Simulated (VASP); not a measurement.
A run of VASP 6.6.1:

The input INCAR:

```
SYSTEM = HgTe
  ALGO = Normal
  EDIFF = 1E-8
  ENCUT = 600
  GGA = PS
  IBRION = 6
  ISIF = 3
  ISMEAR = -1
  LASPH = .True.
  LCHARG = .False.
  LREAL = .False.
  LWAVE = .False.
  NBANDS = 16
  NELM = 60
  NFREE = 2
  NSW = 1
  POTIM = 0.015
  PREC = Accurate
  SIGMA = 0.05
```

KPOINTS

```
k-points
0
Gamma
  8 8 8
  0 0 0
```

Contents of POSCAR:

```
HgTe
1.0
   -3.0456030000      3.0456030000      1.5594100000
    3.0456030000     -3.0456030000      1.5594100000
    3.0456030000      3.0456030000     -1.5594100000
Hg Te
1 1
Direct
    0.7500000000      0.2500000000      0.5000000000
    0.0000000000      0.0000000000      0.0000000000
```

Potentials or basis: VASP PAW PBE potentials, release 64 (Hg, Te).

Run with:

```bash
$ cat potpaw_PBE.64/Hg/POTCAR potpaw_PBE.64/Te/POTCAR > POTCAR
$ mpirun -np 1 vasp_std > vasp.out
```

Hardware: 1 thread of Intel(R) Xeon(R) 6975P-C (Granite Rapids), on a shared host.

How long does it take, and how much memory?

Run time: 19 min on 1 thread of Intel(R) Xeon(R) 6975P-C (Granite Rapids), with other jobs on the host, peak memory 0.46 GiB. Counts: scf iterations 212, k points 59.
